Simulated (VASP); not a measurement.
YN:

```xyz
2
Lattice="0.0000 2.4480 2.4480 2.4480 0.0000 2.4480 2.4480 2.4480 0.0000" Properties=species:S:1:pos:R:3 pbc="T T T"
Y     0.0000    0.0000    0.0000
N     2.4480    2.4480    2.4480
```

Base run:

| Property | Result |
| --- | --- |
| Program | VASP 6.6.1 |
| Functional | r2SCAN |
| Potentials or basis | VASP PAW PBE potentials, release 64 (Y_sv, N) |
| Cutoff | 660 eV |
| k mesh | 10 × 10 × 10 |
| Occupations | gaussian, width 0.01 eV |
| Spin | no spin polarisation |

Its results: band gap on the k mesh 0.60 eV (least direct gap 1.00 eV); pressure 0.0 GPa.

Problem. The run is repeated on the same cell with these changes: functional from r2SCAN to PBE; cutoff from 660 eV to 600 eV. What comes out?

Solution. Band gap on the k mesh 0.20 eV (least direct gap 0.59 eV); pressure 0.7 GPa.

Caveats: semilocal functionals underestimate gaps, and a narrow one can read as zero; the PAW data sets were made with another functional, which shifts forces and pressure a little (at least some runs).

A k mesh can miss the band edges.
